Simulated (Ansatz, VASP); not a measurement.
# TiC in VASP and in Ansatz

```
CELL_PARAMETERS angstrom
0.00000 2.16637 2.16637
2.16637 0.00000 2.16637
2.16637 2.16637 0.00000
ATOMIC_POSITIONS crystal
Ti 0.50000 0.50000 0.50000
C 0.00000 0.00000 0.00000
```

Change from the starting cell: the structure that the rattled cell fell into.

Alike in both runs: functional PBE; k mesh 22 × 22 × 22; occupations gaussian, width 0.1 eV; no spin polarisation.

Ansatz relaxed the structure, and its values are those at the end. VASP's run is a single point on that final structure, the one shown.

|  | VASP | Ansatz |
| --- | --- | --- |
| version | VASP 6.6.1 | Ansatz 0.2.0 |
| potentials or method | VASP PAW PBE potentials, release 64 (Ti_sv, C), cutoff 520 eV | scalar-relativistic, plane waves, PAW |
| valence electrons in the cell | 16 | 16 |

```tsv
	VASP	Ansatz	Ansatz less VASP
gap on the k mesh at the Fermi level (eV)	none	none	-
pressure (GPa)	0.2	0.0	-0.18
```

A gap of «none» marks a metal or a gap that the smearing closes.
